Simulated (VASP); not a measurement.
# Si2Mo (P1) in VASP: single point with PBE

Aim: the single point of Si2Mo with PBE.

Program: VASP 6.6.1. These are calculated values, not measurements. Logs are shortened: lines on timing, memory, paths and dates and some standing lists are left out, and cuts for length are marked.

## 1. The cell of the first run

The typed cell holds 12 atoms: a = 6.249 Å, b = 3.388 Å, c = 8.520 Å, α = 90.23°, β = 90.30°, γ = 89.77°.

## 2. Single point, PBE

INCAR reads:

```
SYSTEM = Si2Mo
PREC = Accurate ; ENCUT = 500
EDIFF = 1E-6 ; ISMEAR = -1
SIGMA = 0.1 ; LREAL = .FALSE.
LASPH = .TRUE. ; NELM = 120
ALGO = Normal ; ISIF = 2
LWAVE = .FALSE. ; LCHARG = .FALSE.
GGA = PE ; NBANDS = 56
GGA_COMPAT = .FALSE.
```

KPOINTS reads:

```
Automatic mesh
0
Gamma
  3 5 2
  0.5 0.5 0.5
```

POSCAR reads:

```
Si2Mo
1.0
    6.2486770000      0.0127260000     -0.0162220000
    0.0069240000      3.3875850000     -0.0068890000
   -0.0219480000     -0.0171320000      8.5194710000
Si Mo
8 4
Direct
    0.8653920000      0.2544230000      0.0370300000
    0.6278180000      0.7468070000      0.5363330000
    0.3651480000      0.2429040000      0.4637260000
    0.1399650000      0.7471180000      0.9564430000
    0.9409900000      0.2486310000      0.6329310000
    0.5658370000      0.7521310000      0.1329170000
    0.4342920000      0.2594040000      0.8703260000
    0.0467380000      0.7552510000      0.3698350000
    0.2532620000      0.2567510000      0.1687420000
    0.2426730000      0.7740460000      0.6695450000
    0.7520720000      0.2387070000      0.3244820000
    0.7406750000      0.7523610000      0.8327100000
```

Potentials or basis: VASP PAW PBE potentials, release 64 (Si, Mo_sv).

The run is started by

```sh
$ cat potpaw_PBE.64/Si/POTCAR potpaw_PBE.64/Mo_sv/POTCAR > POTCAR
$ mpirun -np 1 vasp_std > vasp.out
```

OUTCAR:

```text
SYSTEM = Si2Mo
   PREC = Accurate
   ENCUT = 500
   EDIFF = 1E-6
   ISMEAR = -1
   LREAL = .FALSE.
   LASPH = .TRUE.
   NELM = 120
   ISIF = 2
   GGA = PE

 ion  position               nearest neighbor table
   1  0.865  0.254  0.037-   4 2.50   4 2.52  12 2.55  12 2.55  11 2.55   6 2.64   9 2.67   6 2.67
                             7 3.04
   2  0.628  0.747  0.536-   3 2.42   3 2.45  11 2.59  11 2.61  12 2.62  10 2.67   5 2.71   5 2.72
                             8 2.98
   3  0.365  0.243  0.464-   2 2.42   2 2.45  10 2.50   9 2.61  10 2.62  11 2.70   8 2.71   8 2.75
                             5 3.02
   4  0.140  0.747  0.956-   1 2.50   1 2.52  10 2.53   9 2.56   7 2.57   9 2.59   7 2.64  12 2.70
                             6 3.05
   5  0.941  0.249  0.633-  10 2.49  10 2.61   2 2.71  12 2.71  12 2.71   2 2.72   8 2.87  11 2.88
                             8 2.91   3 3.02
   6  0.566  0.752  0.133-  11 2.59   9 2.60   9 2.61   1 2.64  11 2.65   1 2.67  12 2.79   7 2.90
                             7 2.94   4 3.05
   7  0.434  0.259  0.870-  12 2.57   4 2.57  12 2.59   4 2.64  10 2.65  10 2.72   9 2.79   6 2.90
                             6 2.94   1 3.04
   8  0.047  0.755  0.370-  11 2.49  11 2.57   3 2.71   9 2.73   9 2.75   3 2.75  10 2.83   5 2.87
                             5 2.91   2 2.98
   9  0.253  0.257  0.169-   4 2.56   4 2.59   6 2.60   3 2.61   6 2.61   1 2.67   8 2.73   8 2.75
                             7 2.79  11 3.38  11 3.41
  10  0.243  0.774  0.670-   5 2.49   3 2.50   4 2.53   5 2.61   3 2.62   7 2.65   2 2.67   7 2.72
                             8 2.83  12 3.40  12 3.44
  11  0.752  0.239  0.324-   8 2.49   1 2.55   8 2.57   2 2.59   6 2.59   2 2.61   6 2.65   3 2.70
                             5 2.88   9 3.38   9 3.41
  12  0.741  0.752  0.833-   1 2.55   1 2.55   7 2.57   7 2.59   2 2.62   4 2.70   5 2.71   5 2.71
                             6 2.79  10 3.40  10 3.44

  LATTYP: Found a triclinic cell.
 ALAT       =     9.1980295436
 B/A-ratio  =     0.3682961731
 C/A-ratio  =     1.1458244520
 COS(alpha) =     0.0008512085
 COS(beta)  =     0.4005692831
 COS(gamma) =     0.7338166684

  Lattice vectors:

 A1 = (  -6.2348290000,   6.7624440000,   0.0024440000)
 A2 = (   0.0069240000,   3.3875850000,  -0.0068890000)
 A3 = (  -6.2267290000,   0.0044060000,  -8.5032490000)

Analysis of symmetry for initial positions (statically):
=====================================================================
 Subroutine PRICEL returns:
 Original cell was already a primitive cell.

 Routine SETGRP: Setting up the symmetry group for a
 triclinic supercell.

 Subroutine GETGRP returns: Found  1 space group operations
 (whereof  1 operations were pure point group operations)
 out of a pool of  2 trial point group operations.

The static configuration has the point symmetry C_1 .

Analysis of symmetry for dynamics (positions and initial velocities):
=====================================================================
 Subroutine PRICEL returns:
 Original cell was already a primitive cell.

 Routine SETGRP: Setting up the symmetry group for a
 triclinic supercell.

 Subroutine GETGRP returns: Found  1 space group operations
 (whereof  1 operations were pure point group operations)
 out of a pool of  2 trial point group operations.

The dynamic configuration has the point symmetry C_1 .

 Subroutine INISYM returns: Found  1 space group operations
 (whereof  1 operations are pure point group operations),
 and found     1 'primitive' translations

----------------------------------------------------------------------------------------

                                     Primitive cell

  volume of cell :     180.3368

  direct lattice vectors                    reciprocal lattice vectors
     6.248677000  0.012726000 -0.016222000     0.160035609 -0.000326265  0.000411630
     0.006924000  3.387585000 -0.006889000    -0.000599661  0.295197975  0.000592076
    -0.021948000 -0.017132000  8.519471000     0.000304240  0.000238081  0.117379442

  length of vectors
     6.248711015  3.387599081  8.519516497     0.160036471  0.295199177  0.117380078

  position of ions in fractional coordinates (direct lattice)
     0.865392000  0.254423000  0.037030000
     0.627818000  0.746807000  0.536333000
     0.365148000  0.242904000  0.463726000
     0.139965000  0.747118000  0.956443000
     0.940990000  0.248631000  0.632931000
     0.565837000  0.752131000  0.132917000
     0.434292000  0.259404000  0.870326000
     0.046738000  0.755251000  0.369835000
     0.253262000  0.256751000  0.168742000
     0.242673000  0.774046000  0.669545000
     0.752072000  0.238707000  0.324482000
     0.740675000  0.752361000  0.832710000

  ion indices of the primitive-cell ions
   primitive index   ion index
                 1           1
                 2           2
                 3           3
                 4           4
                 5           5
                 6           6
                 7           7
                 8           8
                 9           9
                10          10
                11          11
                12          12

----------------------------------------------------------------------------------------

 KPOINTS: Automatic mesh

Automatic generation of k-mesh.
 Grid dimensions read from file:
 generate k-points for:    3    5    2

 Generating k-lattice:

  Cartesian coordinates                     Fractional coordinates (reciprocal lattice)
     0.053345203 -0.000108755  0.000137210     0.333333333  0.000000000  0.000000000
    -0.000119932  0.059039595  0.000118415    -0.000000000  0.200000000  0.000000000
     0.000152120  0.000119041  0.058689721     0.000000000  0.000000000  0.500000000

  Length of vectors
     0.053345490  0.059039835  0.058690039

  Shift w.r.t. Gamma in fractional coordinates (k-lattice)
     0.500000000  0.500000000  0.500000000

 Subroutine IBZKPT returns following result:
 ===========================================

 Found     15 irreducible k-points:

 Following reciprocal coordinates:
            Coordinates               Weight
  0.166667  0.100000  0.250000      2.000000
  0.500000  0.100000  0.250000      2.000000
 -0.166667  0.100000  0.250000      2.000000
  0.166667  0.300000  0.250000      2.000000
  0.500000  0.300000  0.250000      2.000000
 -0.166667  0.300000  0.250000      2.000000
  0.166667  0.500000  0.250000      2.000000
  0.500000  0.500000  0.250000      2.000000
 -0.166667  0.500000  0.250000      2.000000
  0.166667 -0.300000  0.250000      2.000000
  0.500000 -0.300000  0.250000      2.000000
 -0.166667 -0.300000  0.250000      2.000000
  0.166667 -0.100000  0.250000      2.000000
  0.500000 -0.100000  0.250000      2.000000
 -0.166667 -0.100000  0.250000      2.000000
   k-points           NKPTS =     15   k-points in BZ     NKDIM =     15   number of bands    NBANDS=     56
   number of dos      NEDOS =    301   number of ions     NIONS =     12
   total plane-waves  NPLWV =  86016
   dimension x,y,z NGX =    48 NGY =   28 NGZ =   64
   dimension x,y,z NGXF=    96 NGYF=   56 NGZF=  128
   ions per type =               8   4
   NGX,Y,Z   is equivalent  to a cutoff of  12.77, 13.74, 12.49 a.u.
   NGXF,Y,Z  is equivalent  to a cutoff of  25.54, 27.48, 24.98 a.u.
 SYSTEM =  Si2Mo
   PREC   = accura    normal or accurate (medium, high low for compatibility)
   ISTART =      0    job   : 0-new  1-cont  2-samecut
   ICHARG =      2    charge: 1-file 2-atom 10-const
   ISPIN  =      1    spin polarized calculation?
   LNONCOLLINEAR =      F non collinear calculations
   LSORBIT =      F    spin-orbit coupling
   LASPH  =      T    aspherical Exc in radial PAW
   ENCUT  =  500.0 eV  36.75 Ry    6.06 a.u.  11.39  6.18 15.53*2*pi/ulx,y,z
   NELM   =    120;   NELMIN=  2; NELMDL= -5     # of ELM steps
   EDIFF  = 0.1E-05   stopping-criterion for ELM
   LREAL  =      F    real-space projection
   EDIFFG = 0.1E-04   stopping-criterion for IOM
   NSW    =      0    number of steps for IOM
   IBRION =     -1    ionic relax: 0-MD 1-quasi-New 2-CG
   NFREE  =      0    steps in history (QN), initial steepest desc. (CG)
   ISIF   =      2    stress and relaxation
   ISYM   =      2    0-nonsym 1-usesym 2-fastsym
   POTIM  = 0.5000    time-step for ionic-motion
   TEBEG  =    0.0;   TEEND  =   0.0 temperature during run
   PSTRESS=    0.0 pullay stress
   NELECT =      88.0000    total number of electrons
   NUPDOWN=      -1.0000    fix difference up-down
   EMIN   =  10.00;   EMAX   =-10.00  energy-range for DOS
   EFERMI =   0.00;   METHOD = LEGACY
   ISMEAR =    -1;   SIGMA  =   0.10  broadening in eV -4-tet -1-fermi 0-gaus
   EFERMI_NEDOS =   21; number of points for ismear=-14 and -15
   IALGO  =     38    algorithm
   IMIX   =      4    mixing-type and parameters
     AMIX     =   0.40;   BMIX     =  1.00
     AMIX_MAG =   1.60;   BMIX_MAG =  1.00
  volume/ion in A,a.u.               =      15.03       101.41
  Fermi-wavevector in a.u.,A,eV,Ry     =   1.288865  2.435603 22.601646  1.661174
  Thomas-Fermi vector in A             =   2.420793
   LORBIT       =      0    0 simple, 1 ext, 2 COOP (PROOUT), +10 PAW based schemes
   GGA     = PE    functional components
   LHFCALC =     F    Hartree Fock is set to
   AEXX    =    0.0000 exact exchange contribution
   IVDW    =     0    specifies the selected vdW correction
   LEPSILON=     F    determine dielectric tensor
   LRPA    =     F    only Hartree local field effects (RPA)
 non-spin polarized calculation
  energy-cutoff  :      500.00
  volume of cell :      180.34
 maximum number of plane-waves:      4592
 NGX is ok and might be reduce to    48
   NGX = 23   NGY = 13   NGZ = 31

 number of electron      87.9999996 magnetization

 Free energy of the ion-electron system (eV)
  ---------------------------------------------------
  ext. energy  EPLUGINS =         0.00000000
  ---------------------------------------------------
  free energy    TOTEN  =       -92.22651986 eV

  energy without entropy =      -92.19622053  energy(sigma->0) =      -92.21137019

 E-fermi :  10.3018     XC(G=0): -11.8341

 val. band max:       10.0612992199   @ k =   0.1667  -0.1000   0.2500
 cond. band min:      10.5274471881   @ k =   0.1667  -0.1000   0.2500
 fundamental gap:      0.4661479681
 Fermi energy:        10.3017864422

 k-point     1 :       0.1667    0.1000    0.2500
  band No.  band energies     occupation
      1     -50.3308      2.00000
      2     -50.3217      2.00000
      3     -50.2762      2.00000
      4     -50.2691      2.00000
      5     -24.5403      2.00000
      6     -24.5156      2.00000
[... 48 lines left out ...]
     55      13.8490      0.00000
     56      14.2234      0.00000

 k-point     2 :       0.5000    0.1000    0.2500
  band No.  band energies     occupation
      1     -50.3306      2.00000
      2     -50.3214      2.00000
      3     -50.2763      2.00000
      4     -50.2693      2.00000
      5     -24.5317      2.00000
      6     -24.5006      2.00000
[... 48 lines left out ...]
     55      13.9579      0.00000
     56      14.0400      0.00000
[... 706 lines left out ...]
     55      13.9656      0.00000
     56      14.0646      0.00000

 k-point    15 :      -0.1667   -0.1000    0.2500
  band No.  band energies     occupation
      1     -50.3308      2.00000
      2     -50.3217      2.00000
      3     -50.2762      2.00000
      4     -50.2691      2.00000
      5     -24.5403      2.00000
      6     -24.5158      2.00000
[... 48 lines left out ...]
     55      13.9994      0.00000
     56      14.2579      0.00000

------------------------ aborting loop because EDIFF is reached ----------------------------------------

  FORCE on cell =-STRESS in cart. coord.  units (eV):
  Direction    XX          YY          ZZ          XY          YZ          ZX
  --------------------------------------------------------------------------------------
  -------------------------------------------------------------------------------------
  Total       -9.3546209     -6.7070113     -8.8667082     -0.9204383     -0.3548808      1.0654728
  in kB      -83.1098214    -59.5875043    -78.7750292     -8.1775054     -3.1528885      9.4660438
  external PRESSURE =     -73.8241183 kB  Pullay stress =       0.0000000 kB

 VOLUME and BASIS-vectors are now :
 -----------------------------------------------------------------------------
  energy-cutoff  :      500.00
  volume of cell :      180.34
      direct lattice vectors                 reciprocal lattice vectors
     6.248677000  0.012726000 -0.016222000     0.160035609 -0.000326265  0.000411630
     0.006924000  3.387585000 -0.006889000    -0.000599661  0.295197975  0.000592076
    -0.021948000 -0.017132000  8.519471000     0.000304240  0.000238081  0.117379442

 POSITION                                       TOTAL-FORCE (eV/Angst)
 -----------------------------------------------------------------------------------
      5.40850      0.87226      0.29968         0.072380     -0.089373      0.078684
      3.91643      2.52867      4.55394         0.545585     -0.073137      0.374419
      2.27320      0.81956      3.94310        -0.417627      0.536112     -0.778253
      0.85878      2.51632      8.14097        -0.318480      0.301563      0.491606
      5.86777      0.84339      5.37526        -1.005916      0.361471     -0.562060
      3.53802      2.55283      1.11802         0.046472     -0.075207     -0.852770
      2.69644      0.86937      7.40588        -0.303577     -0.056873      0.546213
      0.28916      2.55274      3.14484         1.366850     -0.246684      0.396299
      1.58063      0.87010      1.43172        -0.729549     -0.210343      0.438171
      1.50705      2.61376      5.69490         0.893422     -1.252104      0.279256
      4.69399      0.81265      2.75057        -1.068762      0.725584      0.597549
      4.61517      2.54385      7.07705         0.919202      0.078990     -1.009112
 -----------------------------------------------------------------------------------
    total drift:                                0.000574      0.000272      0.000422

  FREE ENERGIE OF THE ION-ELECTRON SYSTEM (eV)
  ---------------------------------------------------
  free  energy   TOTEN  =       -92.2265198619 eV

  energy  without entropy=      -92.1962205280  energy(sigma->0) =      -92.21137019
```

It took 5.7 min on 1 thread of Intel Xeon 8259CL, shared host; peak memory 0.32 GiB.

What came out:

* Free energy: -92.2265 eV
* Pressure: -7.4 GPa
* Largest force: 1.563 eV/Å
* Band gap on the k mesh: 0.47 eV, direct

Forces on the atoms (eV/Å):
```
Si   0.072 -0.089  0.079
Si   0.546 -0.073  0.374
Si  -0.418  0.536 -0.778
Si  -0.318  0.302  0.492
Si  -1.006  0.361 -0.562
Si   0.046 -0.075 -0.853
Si  -0.304 -0.057  0.546
Si   1.367 -0.247  0.396
Mo  -0.730 -0.210  0.438
Mo   0.893 -1.252  0.279
Mo  -1.069  0.726  0.598
Mo   0.919  0.079 -1.009
```

Caveat: forces of over 1 eV/Å act on the atoms, so gaps and moduli don't describe the material at rest. Expect the measured gap to be larger: semilocal functionals such as PBE lack the derivative discontinuity.
